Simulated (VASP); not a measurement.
A run of VASP 6.6.1 is set up as follows.

The input POSCAR:

```
SiO2
1.0
    4.2732326200     -7.6346609450      0.0000000000
    4.2732326200      7.6346609450      0.0000000000
    0.0000000000      0.0000000000      9.6200782400
Si O
12 24
Direct
    0.5908821000      0.7841250600      0.3487267800
    0.7841250600      0.5908821000      0.6512732200
    0.7158749400      0.9091179000      0.6512732200
    0.9091179000      0.7158749400      0.3487267800
    0.4091179000      0.2158749400      0.6512732200
    0.2158749400      0.4091179000      0.3487267800
    0.2841250600      0.0908821000      0.3487267800
    0.0908821000      0.2841250600      0.6512732200
    0.5627219300      0.0627219300      0.1565603200
    0.0627219300      0.5627219300      0.8434396800
    0.4372780700      0.9372780700      0.8434396800
    0.9372780700      0.4372780700      0.1565603200
    0.6237028200      0.8762971800      0.5000000000
    0.8762971800      0.6237028200      0.5000000000
    0.3762971800      0.1237028200      0.5000000000
    0.1237028200      0.3762971800      0.5000000000
    0.5861185600      0.9133538200      0.2335491900
    0.9133538200      0.5861185600      0.7664508100
    0.5866461800      0.9138814400      0.7664508100
    0.9138814400      0.5866461800      0.2335491900
    0.4138814400      0.0866461800      0.7664508100
    0.0866461800      0.4138814400      0.2335491900
    0.4133538200      0.0861185600      0.2335491900
    0.0861185600      0.4133538200      0.7664508100
    0.7500000000      0.7500000000      0.3113994100
    0.7500000000      0.7500000000      0.6886005900
    0.2500000000      0.2500000000      0.6886005900
    0.2500000000      0.2500000000      0.3113994100
    0.4036993800      0.5963006200      0.3496801600
    0.5963006200      0.4036993800      0.6503198400
    0.9036993800      0.0963006200      0.6503198400
    0.0963006200      0.9036993800      0.3496801600
    0.7500000000      0.2500000000      0.1571086800
    0.2500000000      0.7500000000      0.8428913200
    0.5000000000      0.0000000000      0.0000000000
    0.0000000000      0.5000000000      0.0000000000
```

Contents of INCAR.step1:

```
PREC     = Accurate       # precision mode
ENCUT    = 520            # plane-wave cutoff, eV
ISMEAR   = -1             # smearing method
SIGMA    = 0.02           # smearing width, eV
LREAL    = Auto         
LASPH    = True           # aspherical terms in the spheres
NELM     = 80             # most SCF steps
NBANDS   = 120            # bands
GGA      = PE             # functional
ALGO     = Normal         # electronic algorithm
EDIFF    = 1E-4           # SCF threshold, eV
LWAVE    = True           # write WAVECAR
LCHARG   = False          # write CHGCAR
LUSENCCL = False
```

Contents of INCAR.step2:

```
PREC     = Accurate       # precision mode
ENCUT    = 520            # plane-wave cutoff, eV
EDIFF    = 1E-8           # SCF threshold, eV
ISMEAR   = -1             # smearing method
SIGMA    = 0.02           # smearing width, eV
LREAL    = Auto         
LASPH    = True           # aspherical terms in the spheres
NELM     = 80             # most SCF steps
ALGO     = Normal         # electronic algorithm
ISIF     = 2              # what is computed and relaxed
LWAVE    = False          # write WAVECAR
LCHARG   = False          # write CHGCAR
METAGGA  = R2SCAN         # meta-GGA
LMIXTAU  = True         
LEFG     = True         
NBANDS   = 120            # bands
ISTART   = 1            
LUSENCCL = False
```

Contents of KPOINTS:

```
Automatic mesh
0
Gamma
  3 3 2
```

Potentials or basis: VASP PAW PBE potentials, release 64 (Si, O).

Launch:

```sh
$ cat potpaw_PBE.64/Si/POTCAR potpaw_PBE.64/O/POTCAR > POTCAR
$ cp INCAR.step1 INCAR
$ mpirun -np 1 vasp_std > vasp.out
$ cp INCAR.step2 INCAR
$ mpirun -np 1 vasp_std > vasp.out
```

Task: Predict the largest force.

Result: 0.016 eV/Å.

Task: Predict the band gap on the k mesh.

Result: 6.20 eV.

Task: What does it give for the pressure?

Result: 0.2 GPa.

Forces in eV/Å, atoms in the order of the input:
```
Si   0.011  0.010 -0.003
Si   0.011 -0.010  0.003
Si  -0.011  0.010  0.003
Si  -0.011 -0.010 -0.003
Si  -0.011 -0.010  0.003
Si  -0.011  0.010 -0.003
Si   0.011 -0.010 -0.003
Si   0.011  0.010  0.003
Si   0.000  0.000 -0.013
Si   0.000  0.000  0.013
Si   0.000  0.000  0.013
Si   0.000  0.000 -0.013
O    0.000  0.008  0.000
O    0.000 -0.008  0.000
O    0.000 -0.008  0.000
O    0.000  0.008  0.000
O   -0.008 -0.011 -0.003
O   -0.008  0.011  0.003
O    0.008 -0.011  0.003
O    0.008  0.011 -0.003
O    0.008  0.011  0.003
O    0.008 -0.011 -0.003
O   -0.008  0.011 -0.003
O   -0.008 -0.011  0.003
O    0.000  0.000  0.012
O    0.000  0.000 -0.012
O    0.000  0.000 -0.012
O    0.000  0.000  0.012
O    0.000  0.001  0.012
O    0.000 -0.001 -0.012
O    0.000  0.001 -0.012
O    0.000 -0.001  0.012
O    0.000  0.000  0.016
O    0.000  0.000 -0.016
O    0.000  0.000  0.000
O    0.000  0.000  0.000
```

Caveat: without QUAD_EFG the Cq values of the log hold for a quadrupole moment of 1 mb, not for the nuclei; the PAW data sets were made with another functional, which shifts forces and pressure a little. A k mesh can miss the band edges.
